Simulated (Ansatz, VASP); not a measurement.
Zn2CdSe3: VASP beside Ansatz

```
CELL_PARAMETERS angstrom
4.15357 0.00000 0.00000
-2.07679 3.59710 0.00000
0.00000 0.00000 10.25296
ATOMIC_POSITIONS crystal
Zn 0.00000 0.00000 0.00734
Zn 0.66667 0.33333 0.32503
Cd 0.33333 0.66667 0.67089
Se 0.00000 0.00000 0.24950
Se 0.66667 0.33333 0.56636
Se 0.33333 0.66667 0.93090
```

Alike in both runs: task single point; functional r2SCAN; k mesh 6 × 6 × 4; occupations gaussian, width 0.02 eV; no spin polarisation.

```csv
,VASP,Ansatz
version,VASP 6.6.1,Ansatz 0.2.0
potentials or method,"VASP PAW PBE potentials, release 64 (Zn, Cd, Se), cutoff 520 eV","scalar-relativistic, plane waves, PAW"
valence electrons in the cell,54,92
```

|  | VASP | Ansatz | Ansatz less VASP |
| --- | --- | --- | --- |
| gap on the k mesh at the Fermi level (eV) | 1.21 | 1.22 | +0.009 |
| least direct gap on the mesh (eV) | 1.21 | 1.22 | +0.009 |
| pressure (GPa) | -1.7 | -1.9 | -0.14 |
| rms of the force components (eV/Å) | 0.023 | 0.018 | -0.0045 |

VASP's potentials were made for PBE, not for r2SCAN. Atom by atom the forces differ by 0.008 eV/Å (rms over components). VASP's potentials hold 54 valence electrons a cell and Ansatz's 92, so a difference there can come from the potentials and not from the codes.
